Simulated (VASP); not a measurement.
# CoO (P6_3mc) in VASP: a series of runs, part 2 of 2

VASP 6.6.1. The steps go on from the part before.

**3. Single point, PBE+U, collinear spin, antiferromagnetic start**

This run uses another cell than the first one, of 10.70 Å³/atom.

File INCAR:

```
SYSTEM = CoO
  ALGO = Normal
  EDIFF = 1E-6
  ENCUT = 520
  GGA = PE
  ISIF = 2
  ISMEAR = 0
  ISPIN = 2
  LASPH = .True.
  LCHARG = .False.
  LDAU = .True.
  LDAUJ = 0 0
  LDAUL = 2 -1
  LDAUPRINT = 1
  LDAUTYPE = 2
  LDAUU = 3.32 0
  LMAXMIX = 4
  LORBIT = 11
  LREAL = .False.
  LWAVE = .False.
  MAGMOM = -2.6 2.6 0.11 -0.11
  NBANDS = 27
  NELM = 150
  PREC = Accurate
  SIGMA = 0.02
```

File KPOINTS:

```
k-points
0
Gamma
  12 12 6
  0 0 0
```

File POSCAR:

```
CoO
1.0
    3.1062782829      0.0000000000      0.0000000000
   -1.5531391415      2.6901159042      0.0000000000
    0.0000000000      0.0000000000      5.1221359720
Co O
2 2
Direct
    0.0000000000      0.0000000000      0.0038700048
    0.3333333333      0.6666666667      0.5038699779
    0.0000000000      0.0000000000      0.3711304957
    0.3333333333      0.6666666667      0.8711305216
```

Potentials or basis: VASP PAW PBE potentials, release 64 (Co, O).

Command:

```console
> cat potpaw_PBE.64/Co/POTCAR potpaw_PBE.64/O/POTCAR > POTCAR
> mpirun -np 1 vasp_std > vasp.out
```

OUTCAR:

```text
SYSTEM = CoO
   EDIFF = 1E-6
   ENCUT = 520
   GGA = PE
   ISIF = 2
   ISMEAR = 0
   ISPIN = 2
   LASPH = .True.
   LORBIT = 11
   LREAL = .False.
   NELM = 150
   PREC = Accurate

 ion  position               nearest neighbor table
   1  0.000  0.000  0.004-   3 1.88   4 1.92   4 1.92   4 1.92
   2  0.333  0.667  0.504-   4 1.88   3 1.92   3 1.92   3 1.92
   3  0.000  0.000  0.371-   1 1.88   2 1.92   2 1.92   2 1.92
   4  0.333  0.667  0.871-   2 1.88   1 1.92   1 1.92   1 1.92

  LATTYP: Found a hexagonal cell.
 ALAT       =     3.1062782829
 C/A-ratio  =     1.6489623612
[... 1744 lines left out ...]
      direct lattice vectors                 reciprocal lattice vectors
     3.106278283  0.000000000  0.000000000     0.321928658  0.185865598  0.000000000
    -1.553139141  2.690115904  0.000000000     0.000000000  0.371731195  0.000000000
     0.000000000  0.000000000  5.122135972     0.000000000  0.000000000  0.195231053

 POSITION                                       TOTAL-FORCE (eV/Angst)
 -----------------------------------------------------------------------------------
      0.00000      0.00000      0.01982        -0.000000      0.000000     -0.020389
     -0.00000      1.79341      2.58089         0.000000     -0.000000     -0.020389
      0.00000      0.00000      1.90098        -0.000000      0.000000      0.020389
     -0.00000      1.79341      4.46205         0.000000      0.000000      0.020389
 -----------------------------------------------------------------------------------
    total drift:                                0.000000      0.000000      0.000972

  FREE ENERGIE OF THE ION-ELECTRON SYSTEM (eV)
  ---------------------------------------------------
  free  energy   TOTEN  =       -24.0547945104 eV

  energy  without entropy=      -24.0547945104  energy(sigma->0) =      -24.05479451

 total charge

# of ion       s       p       d       tot
------------------------------------------
    1        0.386   0.515   7.262   8.163
    2        0.386   0.515   7.262   8.163
    3        1.549   3.526   0.000   5.074
    4        1.549   3.526   0.000   5.074
--------------------------------------------------
tot          3.870   8.082  14.524  26.476

 magnetization (x)

# of ion       s       p       d       tot
------------------------------------------
    1       -0.012  -0.051  -2.519  -2.582
    2        0.012   0.051   2.519   2.582
    3        0.009   0.093   0.000   0.101
    4       -0.009  -0.093   0.000  -0.101
--------------------------------------------------
tot          0.000   0.000   0.000   0.000
```

stdout:

```text
POSCAR found type information on POSCAR CoO
 POSCAR found :  2 types and       4 ions
 scaLAPACK will be used
 LDA part: xc-table for (Slater+PW92), standard interpolation
 POSCAR, INCAR and KPOINTS ok, starting setup
 FFT: planning ... GRIDC
 FFT: planning ... GRID_SOFT
 FFT: planning ... GRID
 WAVECAR not read
 entering main loop
```

Wall time 66 s (1 thread of Intel Xeon 6975P-C (Granite Rapids), shared host); peak memory 0.26 GiB.

What came out:

| Quantity | Value |
| --- | --- |
| Free energy | -24.0548 eV |
| Pressure | 22.0 GPa |
| Largest force | 0.020 eV/Å |
| Band gap on the k mesh | 1.21 eV (least direct gap 1.31 eV) |
| Net moment | 0.00 μB per cell |
| Site moments | Co -2.58, +2.58; O +0.10, -0.10 μB |
| Valence electrons inside the program's atomic spheres | Co 8.16; O 5.07 |

Forces on the atoms (eV/Å):
```
Co   0.000  0.000 -0.020
Co   0.000  0.000 -0.020
O    0.000  0.000  0.020
O    0.000  0.000  0.020
```

Stress tensor (GPa, compression positive):
```
22.10  0.00  0.00
 0.00 22.10  0.00
 0.00  0.00 21.81
```

Eigenvalues of the final occupation matrices:
| site | spin | trace | eigenvalues |
| --- | --- | --- | --- |
| site 1 d | 1 | 2.39 | 0.15 0.15 0.17 0.96 0.96 |
| site 1 d | 2 | 4.91 | 0.97 0.97 0.99 0.99 0.99 |
| site 2 d | 1 | 4.91 | 0.97 0.97 0.99 0.99 0.99 |
| site 2 d | 2 | 2.39 | 0.15 0.15 0.17 0.96 0.96 |

Caveat: the cell stands under pressure. The state reached can hang on the start; a lower one may exist.

**4. Single point, PBE+U, collinear spin, antiferromagnetic start**

This run uses another cell than the first one, of 10.70 Å³/atom.

File INCAR:

```
SYSTEM = CoO
PREC = Accurate
ENCUT = 520
EDIFF = 1E-6
ISMEAR = 0
SIGMA = 0.02
LREAL = .False.
LASPH = .True.
NELM = 150
ALGO = Normal
ISIF = 2
LWAVE = .False.
LCHARG = .False.
ISPIN = 2
MAGMOM = -2.54 2.54 0.12 -0.12
LORBIT = 11
LMAXMIX = 4
LDAU = .True.
LDAUTYPE = 2
LDAUL = 2 -1
LDAUU = 3.32 0
LDAUJ = 0 0
LDAUPRINT = 1
GGA = PE
NBANDS = 27
```

File KPOINTS:

```
regular mesh
0
Gamma
  12 12 6
  0 0 0
```

POSCAR is that of step 3.

Command:

```console
> cat potpaw_PBE.64/Co/POTCAR potpaw_PBE.64/O/POTCAR > POTCAR
> mpirun -np 1 vasp_std > vasp.out
```

Run time: 63 s. Hardware: 1 thread of Intel Xeon 6975P-C (Granite Rapids), shared host; peak memory 0.26 GiB.

It converged, with:

```yaml
Free_energy: -24.0548 eV
Pressure: 22.0 GPa
Largest_force: 0.020 eV/Å
Band_gap_on_the_k_mesh: 1.21 eV (least direct gap 1.31 eV)
Net_moment: 0.00 μB per cell
Site_moments: Co -2.58, +2.58; O +0.10, -0.10 μB
Valence_electrons_inside_the_program's_atomic_spheres: Co 8.16; O 5.07
```

Forces in eV/Å, atoms in the order of the input:
```
Co   0.000  0.000 -0.020
Co   0.000  0.000 -0.020
O    0.000  0.000  0.020
O    0.000  0.000  0.020
```

Stress tensor (GPa, compression positive):
```
22.10  0.00  0.00
 0.00 22.10  0.00
 0.00  0.00 21.81
```

Levels at points of the mesh, in eV from the valence-band top:
Spin up:
```
           k point  band 11  band 12  band 13  band 14  band 15  band 16  band 17  band 18  band 19  band 20
(0.00, 0.00, 0.00)    -1.57    -1.56    -1.56    -0.10    -0.10     1.21     3.38     4.05     4.05     6.78
(0.50, 0.00, 0.00)    -2.77    -2.18    -1.80    -0.79    -0.34     1.75     2.55     3.32     6.99     7.16
(0.00, 0.00, 0.50)    -1.67    -1.67    -1.60     0.00     0.00     2.71     3.66     3.95     3.95     4.51
(0.50, 0.00, 0.50)    -2.47    -1.59    -1.56    -0.83    -0.82     1.87     2.84     3.24     6.27     7.25
```
Spin down:
```
           k point  band 12  band 13  band 14  band 15  band 16  band 17  band 18  band 19
(0.00, 0.00, 0.00)    -1.56    -1.56    -0.10    -0.10     1.21     3.38     4.05     4.05
(0.50, 0.00, 0.00)    -2.18    -1.80    -0.79    -0.34     1.75     2.55     3.32     6.99
(0.00, 0.00, 0.50)    -1.67    -1.60     0.00     0.00     2.71     3.66     3.95     3.95
(0.50, 0.00, 0.50)    -1.59    -1.56    -0.83    -0.82     1.87     2.84     3.24     6.27
```

Eigenvalues of the final occupation matrices:
```
    site  spin  trace               eigenvalues
site 1 d     1   2.39  0.15 0.15 0.17 0.96 0.96
site 1 d     2   4.91  0.97 0.97 0.99 0.99 0.99
site 2 d     1   4.91  0.97 0.97 0.99 0.99 0.99
site 2 d     2   2.39  0.15 0.15 0.17 0.96 0.96
```

Caveat: the cell stands under pressure.
